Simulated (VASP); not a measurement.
Cu, 1 atom in the cell. Symmetry: I4/mmm, No. 139, tetragonal system. The conventional cell has a = 2.556 Å, b = 2.556 Å, c = 3.723 Å, α = 90.00°, β = 90.00°, γ = 90.00°. Within 3.4 Å of Cu (site symmetry 4/mmm) lie 12 Cu at 2.56 to 2.59 Å.  This cell differs from its parent crystal: strain +0.0300 x Voigt [1, 0, 0, 0, 0, 0].

| Item | Value |
| --- | --- |
| Program | VASP 6.6.1 |
| Task | single point |
| Functional | PBEsol |
| Potentials or basis | VASP PAW PBE potentials, release 64 (Cu) |
| Cutoff | 520 eV |
| k mesh | 22 × 22 × 22 |
| Occupations | gaussian, width 0.15 eV |
| Spin | no spin polarisation |
| Dipole correction | no |
| Further INCAR settings | ALGO = Normal; EDIFF = 1e-06; NBANDS = 12 |

Potentials or basis: VASP PAW PBE potentials, release 64 (Cu).

Launch:

```bash
$ cat potpaw_PBE.64/Cu/POTCAR > POTCAR
$ mpirun -np 1 vasp_std > vasp.out
```

Hardware: 1 thread of Intel(R) Xeon(R) 6975P-C (Granite Rapids) (shared host).

**Question.** How long does it take, and how much memory?

**Answer.** It took 48 s on 1 thread of Intel(R) Xeon(R) 6975P-C (Granite Rapids) (shared host), peak memory 0.22 GiB. Counts: scf iterations 12, k points 834.
